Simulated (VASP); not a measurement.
# MgO (R-3m) in VASP: a series of runs

The runs below take MgO through single point, with PBE.

Program: VASP 6.6.1. These are calculated values, not measurements. Logs are shortened: lines on timing, memory, paths and dates and some standing lists are left out, and cuts for length are marked.

### 1 The cell of the first run

It takes space group R-3m (No. 166, trigonal). Conventional cell: a = 3.175 Å, b = 3.175 Å, c = 6.611 Å, α = 90.00°, β = 90.00°, γ = 120.00°. Within 2.8 Å of Mg (site symmetry -3m) lie 6 O at 2.14 Å. O (site symmetry -3m) has 6 Mg at 2.14 Å within 2.8 Å.

### 2 Single point, PBE

Input file INCAR:

```
SYSTEM = MgO
ALGO = Normal
EDIFF = 1E-6
ENCUT = 520
GGA = PE
ISIF = 2
ISMEAR = 0
LASPH = .TRUE.
LCHARG = .FALSE.
LREAL = .FALSE.
LWAVE = .FALSE.
NBANDS = 11
NELM = 100
PREC = Accurate
SIGMA = 0.05
```

Input file KPOINTS:

```
k-points
0
G
  10 10 10
  0 0 0
```

Input file POSCAR:

```
MgO
1.0
   -0.2245322731      2.0207904580      2.0207904580
    2.0207904580     -0.2245322731      2.0207904580
    2.0207904580      2.0207904580     -0.2245322731
Mg O
1 1
Direct
    0.0000000000      0.0000000000      0.0000000000
    0.5000000000      0.5000000000      0.5000000000
```

Potentials or basis: VASP PAW PBE potentials, release 64 (Mg, O).

Command:

```sh
cat potpaw_PBE.64/Mg/POTCAR potpaw_PBE.64/O/POTCAR > POTCAR
mpirun -np 1 vasp_std > vasp.out
```

OUTCAR:

```text
SYSTEM = MgO
   EDIFF = 1E-6
   ENCUT = 520
   GGA = PE
   ISIF = 2
   ISMEAR = 0
   LASPH = .TRUE.
   LREAL = .FALSE.
   NELM = 100
   PREC = Accurate

 ion  position               nearest neighbor table
   1  0.000  0.000  0.000-   2 2.14   2 2.14   2 2.14   2 2.14   2 2.14   2 2.14
   2  0.500  0.500  0.500-   1 2.14   1 2.14   1 2.14   1 2.14   1 2.14   1 2.14

  LATTYP: Found a trigonal (rhomboedric) cell.
 ALAT       =     2.8666361632
 COS(alpha) =     0.3865030675

  Lattice vectors:

 A1 = (  -0.2245322731,   2.0207904580,   2.0207904580)
 A2 = (   2.0207904580,  -0.2245322731,   2.0207904580)
 A3 = (   2.0207904580,   2.0207904580,  -0.2245322731)

Analysis of symmetry for initial positions (statically):
=====================================================================
 Subroutine PRICEL returns:
 Original cell was already a primitive cell.

 Routine SETGRP: Setting up the symmetry group for a
 trigonal (rhombohedral) supercell.

 Subroutine GETGRP returns: Found 12 space group operations
 (whereof 12 operations were pure point group operations)
 out of a pool of 12 trial point group operations.

The static configuration has the point symmetry D_3d.

Analysis of symmetry for dynamics (positions and initial velocities):
=====================================================================
 Subroutine PRICEL returns:
 Original cell was already a primitive cell.

 Routine SETGRP: Setting up the symmetry group for a
 trigonal (rhombohedral) supercell.

 Subroutine GETGRP returns: Found 12 space group operations
 (whereof 12 operations were pure point group operations)
 out of a pool of 12 trial point group operations.

The dynamic configuration has the point symmetry D_3d.

 Subroutine INISYM returns: Found 12 space group operations
 (whereof 12 operations are pure point group operations),
 and found     1 'primitive' translations

----------------------------------------------------------------------------------------

                                     Primitive cell

  volume of cell :      19.2436

  direct lattice vectors                    reciprocal lattice vectors
    -0.224532273  2.020790458  2.020790458    -0.209586011  0.235784263  0.235784263
     2.020790458 -0.224532273  2.020790458     0.235784263 -0.209586011  0.235784263
     2.020790458  2.020790458 -0.224532273     0.235784263  0.235784263 -0.209586011

  length of vectors
     2.866636163  2.866636163  2.866636163     0.393846078  0.393846078  0.393846078

  position of ions in fractional coordinates (direct lattice)
     0.000000000  0.000000000  0.000000000
     0.500000000  0.500000000  0.500000000

  ion indices of the primitive-cell ions
   primitive index   ion index
                 1           1
                 2           2

----------------------------------------------------------------------------------------

 KPOINTS: k-points

Automatic generation of k-mesh.
 Grid dimensions read from file:
 generate k-points for:   10   10   10

 Generating k-lattice:

  Cartesian coordinates                     Fractional coordinates (reciprocal lattice)
    -0.020958601  0.023578426  0.023578426     0.100000000  0.000000000  0.000000000
     0.023578426 -0.020958601  0.023578426     0.000000000  0.100000000  0.000000000
     0.023578426  0.023578426 -0.020958601     0.000000000  0.000000000  0.100000000

  Length of vectors
     0.039384608  0.039384608  0.039384608

  Shift w.r.t. Gamma in fractional coordinates (k-lattice)
     0.000000000  0.000000000  0.000000000

 Subroutine IBZKPT returns following result:
 ===========================================

 Found    116 irreducible k-points:

 Following reciprocal coordinates:
            Coordinates               Weight
  0.000000  0.000000  0.000000      1.000000
  0.100000  0.000000 -0.000000      6.000000
  0.200000  0.000000 -0.000000      6.000000
  0.300000 -0.000000 -0.000000      6.000000
  0.400000 -0.000000 -0.000000      6.000000
  0.500000  0.000000  0.000000      3.000000
[... 16 lines left out ...]
  0.300000  0.300000  0.000000      6.000000
  0.400000  0.300000 -0.000000     12.000000
 [... further k-points ...]
   k-points           NKPTS =    116   k-points in BZ     NKDIM =    116   number of bands    NBANDS=     11
   number of dos      NEDOS =    301   number of ions     NIONS =      2
   total plane-waves  NPLWV =  13824
   dimension x,y,z NGX =    24 NGY =   24 NGZ =   24
   dimension x,y,z NGXF=    48 NGYF=   48 NGZF=   48
   ions per type =               1   1
   NGX,Y,Z   is equivalent  to a cutoff of  13.92, 13.92, 13.92 a.u.
   NGXF,Y,Z  is equivalent  to a cutoff of  27.84, 27.84, 27.84 a.u.
 SYSTEM =  MgO
   PREC   = accura    normal or accurate (medium, high low for compatibility)
   ISTART =      0    job   : 0-new  1-cont  2-samecut
   ICHARG =      2    charge: 1-file 2-atom 10-const
   ISPIN  =      1    spin polarized calculation?
   LNONCOLLINEAR =      F non collinear calculations
   LSORBIT =      F    spin-orbit coupling
   LASPH  =      T    aspherical Exc in radial PAW
   ENCUT  =  520.0 eV  38.22 Ry    6.18 a.u.   5.33  5.33  5.33*2*pi/ulx,y,z
   NELM   =    100;   NELMIN=  2; NELMDL= -5     # of ELM steps
   EDIFF  = 0.1E-05   stopping-criterion for ELM
   LREAL  =      F    real-space projection
   EDIFFG = 0.1E-04   stopping-criterion for IOM
   NSW    =      0    number of steps for IOM
   IBRION =     -1    ionic relax: 0-MD 1-quasi-New 2-CG
   NFREE  =      0    steps in history (QN), initial steepest desc. (CG)
   ISIF   =      2    stress and relaxation
   ISYM   =      2    0-nonsym 1-usesym 2-fastsym
   POTIM  = 0.5000    time-step for ionic-motion
   TEBEG  =    0.0;   TEEND  =   0.0 temperature during run
   PSTRESS=    0.0 pullay stress
   NELECT =       8.0000    total number of electrons
   NUPDOWN=      -1.0000    fix difference up-down
   EMIN   =  10.00;   EMAX   =-10.00  energy-range for DOS
   EFERMI =   0.00;   METHOD = LEGACY
   ISMEAR =     0;   SIGMA  =   0.05  broadening in eV -4-tet -1-fermi 0-gaus
   EFERMI_NEDOS =   21; number of points for ismear=-14 and -15
   IALGO  =     38    algorithm
   IMIX   =      4    mixing-type and parameters
     AMIX     =   0.40;   BMIX     =  1.00
     AMIX_MAG =   1.60;   BMIX_MAG =  1.00
  volume/ion in A,a.u.               =       9.62        64.93
  Fermi-wavevector in a.u.,A,eV,Ry     =   1.221827  2.308918 20.311613  1.492861
  Thomas-Fermi vector in A             =   2.356996
   LORBIT       =      0    0 simple, 1 ext, 2 COOP (PROOUT), +10 PAW based schemes
   GGA     = PE    functional components
   LHFCALC =     F    Hartree Fock is set to
   AEXX    =    0.0000 exact exchange contribution
   IVDW    =     0    specifies the selected vdW correction
   LEPSILON=     F    determine dielectric tensor
   LRPA    =     F    only Hartree local field effects (RPA)
 non-spin polarized calculation
 Gauss-broadening in eV      SIGMA  =   0.05
  energy-cutoff  :      520.00
  volume of cell :       19.24
 maximum number of plane-waves:       528
 NGX is ok and might be reduce to    24

 number of electron       7.9999997 magnetization

 Free energy of the ion-electron system (eV)
  ---------------------------------------------------
  ext. energy  EPLUGINS =         0.00000000
  ---------------------------------------------------
  free energy    TOTEN  =       -11.66119996 eV

  energy without entropy =      -11.66119996  energy(sigma->0) =      -11.66119996

 E-fermi :   3.8834     XC(G=0): -10.9545

 val. band max:        3.6808160080   @ k =   0.0000   0.0000   0.0000
 cond. band min:       7.1976488650   @ k =   0.0000   0.0000   0.0000
 fundamental gap:      3.5168328570
 Fermi energy:         3.8834149183

 k-point     1 :       0.0000    0.0000    0.0000
  band No.  band energies     occupation
      1     -14.0670      2.00000
      2       2.7685      2.00000
      3       2.7685      2.00000
      4       3.6808      2.00000
      5       7.1976      0.00000
      6      17.1597      0.00000
      7      17.1597      0.00000
      8      22.0487      0.00000
      9      22.5853      0.00000
     10      24.6032      0.00000
     11      24.6032      0.00000

 k-point     2 :       0.1000    0.0000   -0.0000
  band No.  band energies     occupation
      1     -13.9737      2.00000
      2       2.1796      2.00000
      3       2.7287      2.00000
      4       3.5556      2.00000
      5       7.8196      0.00000
      6      16.4925      0.00000
      7      17.4158      0.00000
      8      22.0689      0.00000
      9      23.3805      0.00000
     10      23.4012      0.00000
     11      24.8193      0.00000

 k-point     3 :       0.2000    0.0000   -0.0000
  band No.  band energies     occupation
      1     -13.7181      2.00000
      2       0.9073      2.00000
      3       2.6274      2.00000
      4       3.3843      2.00000
      5       9.0136      0.00000
      6      15.3980      0.00000
      7      18.0884      0.00000
      8      22.1465      0.00000
      9      22.2287      0.00000
     10      23.6596      0.00000
     11      25.4207      0.00000

 k-point     4 :       0.3000   -0.0000   -0.0000
  band No.  band energies     occupation
      1     -13.3748      2.00000
      2      -0.3743      2.00000
      3       2.5072      2.00000
      4       3.2234      2.00000
      5      10.0834      0.00000
      6      14.6786      0.00000
      7      18.7723      0.00000
      8      21.6633      0.00000
      9      21.8671      0.00000
     10      24.1657      0.00000
     11      25.6355      0.00000
[... 239 lines left out ...]
 k-point    22 :      -0.2000    0.2000    0.0000
  band No.  band energies     occupation
      1     -13.2954      2.00000
      2       0.0010      2.00000
      3       1.6121      2.00000
      4       3.0420      2.00000
      5      10.8796      0.00000
      6      14.6200      0.00000
      7      17.7791      0.00000
      8      21.7232      0.00000
      9      21.8873      0.00000
     10      24.9225      0.00000
     11      28.1399      0.00000

 k-point    23 :       0.3000    0.3000    0.0000
  band No.  band energies     occupation
      1     -13.0956      2.00000
      2      -0.0121      2.00000
      3       1.6271      2.00000
      4       2.7151      2.00000
      5      11.1714      0.00000
      6      13.4606      0.00000
      7      17.2895      0.00000
      8      19.2983      0.00000
      9      22.1500      0.00000
     10      26.7440      0.00000
     11      28.7793      0.00000

 k-point    24 :       0.4000    0.3000   -0.0000
  band No.  band energies     occupation
      1     -12.8642      2.00000
      2      -0.4747      2.00000
      3       1.3503      2.00000
      4       2.6157      2.00000
      5      11.8190      0.00000
      6      13.2100      0.00000
      7      16.4688      0.00000
      8      19.6898      0.00000
      9      22.3179      0.00000
     10      27.4037      0.00000
     11      28.2085      0.00000

 [... further k-points ...]
[... 5 lines left out ...]
  --------------------------------------------------------------------------------------
  -------------------------------------------------------------------------------------
  Total       -0.0746375     -0.0746375     -0.0746375      1.3790241      1.3790241      1.3790241
  in kB       -6.2141622     -6.2141622     -6.2141622    114.8146221    114.8146221    114.8146221
  external PRESSURE =      -6.2141622 kB  Pullay stress =       0.0000000 kB

 VOLUME and BASIS-vectors are now :
 -----------------------------------------------------------------------------
  energy-cutoff  :      520.00
  volume of cell :       19.24
      direct lattice vectors                 reciprocal lattice vectors
    -0.224532273  2.020790458  2.020790458    -0.209586011  0.235784263  0.235784263
     2.020790458 -0.224532273  2.020790458     0.235784263 -0.209586011  0.235784263
     2.020790458  2.020790458 -0.224532273     0.235784263  0.235784263 -0.209586011

 POSITION                                       TOTAL-FORCE (eV/Angst)
 -----------------------------------------------------------------------------------
      0.00000      0.00000      0.00000         0.000000     -0.000000      0.000000
      1.90852      1.90852      1.90852        -0.000000      0.000000     -0.000000
 -----------------------------------------------------------------------------------
    total drift:                               -0.000000     -0.000000      0.000000

  FREE ENERGIE OF THE ION-ELECTRON SYSTEM (eV)
  ---------------------------------------------------
  free  energy   TOTEN  =       -11.6611999601 eV

  energy  without entropy=      -11.6611999601  energy(sigma->0) =      -11.66119996
```

Run time: 15 s. Hardware: 1 thread of AMD EPYC 9R14 (Zen 4), shared host; peak memory 0.12 GiB.

Results:

* Free energy: -11.6612 eV
* Pressure: -0.6 GPa
* Band gap on the k mesh: 3.52 eV, direct

Stress tensor (GPa, compression positive):
```
-0.62 11.48 11.48
11.48 -0.62 11.48
11.48 11.48 -0.62
```

Levels at points of the mesh, in eV from the valence-band top:
```tsv
k point	band 1	band 2	band 3	band 4	band 5	band 6	band 7	band 8	band 9
(0.00, 0.00, 0.00)	-17.75	-0.91	-0.91	0.00	3.52	13.48	13.48	18.37	18.90
(0.50, 0.00, 0.00)	-16.62	-5.32	-1.30	-0.62	7.17	10.83	15.20	17.73	19.08
(0.50, 0.50, 0.00)	-16.23	-4.58	-2.54	-1.24	7.46	10.03	11.78	16.56	19.38
(0.50, 0.50, 0.50)	-16.12	-4.55	-1.86	-1.86	6.18	13.15	13.15	13.25	18.40
```

### 3 Single point, PBE

This run uses another cell than the first one, of the same volume but with other edges.

Input file INCAR:

```
SYSTEM = MgO
PREC = Accurate
ENCUT = 520
EDIFF = 1E-7
ISMEAR = 0
SIGMA = 0.05
LREAL = .FALSE.
LASPH = .TRUE.
NELM = 60
ALGO = Normal
ISIF = 2
LWAVE = .FALSE.
LCHARG = .TRUE.
GGA = PE
LELF = .TRUE.
LVHAR = .TRUE.
NBANDS = 11
```

Input file KPOINTS:

```
Automatic mesh
0
G
  10 10 10
  0 0 0
```

Input file POSCAR:

```
MgO
1.0
    0.2668681446      2.2683792293      2.2683792293
    2.2683792293      0.2668681446      2.2683792293
    2.2683792293      2.2683792293      0.2668681446
Mg O
1 1
Direct
    0.0000000000      0.0000000000      0.0000000000
    0.5000000000      0.5000000000      0.5000000000
```

Potentials or basis: VASP PAW PBE potentials, release 64 (Mg, O).

Command:

```sh
cat potpaw_PBE.64/Mg/POTCAR potpaw_PBE.64/O/POTCAR > POTCAR
mpirun -np 1 vasp_std > vasp.out
```

OUTCAR:

```text
SYSTEM = MgO
   PREC = Accurate
   ENCUT = 520
   EDIFF = 1E-7
   ISMEAR = 0
   LREAL = .FALSE.
   LASPH = .TRUE.
   NELM = 60
   ISIF = 2
   GGA = PE

 ion  position               nearest neighbor table
   1  0.000  0.000  0.000-   2 2.14   2 2.14   2 2.14   2 2.14   2 2.14   2 2.14
   2  0.500  0.500  0.500-   1 2.14   1 2.14   1 2.14   1 2.14   1 2.14   1 2.14

  LATTYP: Found a trigonal (rhomboedric) cell.
 ALAT       =     3.2190537837
 COS(alpha) =     0.6134020618

  Lattice vectors:

 A1 = (   0.2668681446,   2.2683792293,   2.2683792293)
 A2 = (   2.2683792293,   0.2668681446,   2.2683792293)
 A3 = (   2.2683792293,   2.2683792293,   0.2668681446)

Analysis of symmetry for initial positions (statically):
=====================================================================
 Subroutine PRICEL returns:
 Original cell was already a primitive cell.

 Routine SETGRP: Setting up the symmetry group for a
 trigonal (rhombohedral) supercell.

 Subroutine GETGRP returns: Found 12 space group operations
 (whereof 12 operations were pure point group operations)
 out of a pool of 12 trial point group operations.

The static configuration has the point symmetry D_3d.

Analysis of symmetry for dynamics (positions and initial velocities):
[... 165 lines left out ...]

 k-point     1 :       0.0000    0.0000    0.0000
  band No.  band energies     occupation
      1     -14.0201      2.00000
      2       2.0576      2.00000
      3       3.6877      2.00000
      4       3.6877      2.00000
      5       6.7966      0.00000
      6      16.4724      0.00000
      7      20.3727      0.00000
      8      20.3727      0.00000
      9      21.4867      0.00000
     10      24.7431      0.00000
     11      24.7431      0.00000
[... 309 lines left out ...]
 k-point    24 :       0.4000    0.3000   -0.0000
  band No.  band energies     occupation
      1     -12.7719      2.00000
      2      -0.3297      2.00000
      3       1.4407      2.00000
      4       2.4843      2.00000
      5      11.0900      0.00000
      6      13.8314      0.00000
      7      16.2018      0.00000
      8      20.3439      0.00000
      9      21.8625      0.00000
     10      26.7838      0.00000
     11      27.7036      0.00000

 [... further k-points ...]
[... 5 lines left out ...]
  --------------------------------------------------------------------------------------
  -------------------------------------------------------------------------------------
  Total        0.0088732      0.0088732      0.0088732     -2.5904780     -2.5904780     -2.5904780
  in kB        0.7387637      0.7387637      0.7387637   -215.6777069   -215.6777069   -215.6777069
  external PRESSURE =       0.7387637 kB  Pullay stress =       0.0000000 kB

 VOLUME and BASIS-vectors are now :
 -----------------------------------------------------------------------------
  energy-cutoff  :      520.00
  volume of cell :       19.24
      direct lattice vectors                 reciprocal lattice vectors
     0.266868145  2.268379229  2.268379229    -0.263689660  0.235932854  0.235932854
     2.268379229  0.266868145  2.268379229     0.235932854 -0.263689660  0.235932854
     2.268379229  2.268379229  0.266868145     0.235932854  0.235932854 -0.263689660

 POSITION                                       TOTAL-FORCE (eV/Angst)
 -----------------------------------------------------------------------------------
      0.00000      0.00000      0.00000         0.000000     -0.000000     -0.000000
      2.40181      2.40181      2.40181        -0.000000      0.000000      0.000000
 -----------------------------------------------------------------------------------
    total drift:                               -0.000000     -0.000000      0.000000

  FREE ENERGIE OF THE ION-ELECTRON SYSTEM (eV)
  ---------------------------------------------------
  free  energy   TOTEN  =       -11.4689818637 eV

  energy  without entropy=      -11.4689818637  energy(sigma->0) =      -11.46898186
```

stdout:

```text
POSCAR found type information on POSCAR MgO
 POSCAR found :  2 types and       2 ions
 scaLAPACK will be used
 LDA part: xc-table for (Slater+PW92), standard interpolation
 POSCAR, INCAR and KPOINTS ok, starting setup
 FFT: planning ... GRIDC
 FFT: planning ... GRID_SOFT
 FFT: planning ... GRID
 WAVECAR not read
 entering main loop
```

It took 16 s on 1 thread of AMD EPYC 9R14 (Zen 4), shared host; peak memory 0.13 GiB.

Results:

```yaml
Free_energy: -11.4690 eV
Pressure: 0.1 GPa
Band_gap_on_the_k_mesh: 3.11 eV, direct
```

Stress tensor (GPa, compression positive):
```
  0.07 -21.57 -21.57
-21.57   0.07 -21.57
-21.57 -21.57   0.07
```

(Part 1 of 2 ends here.)
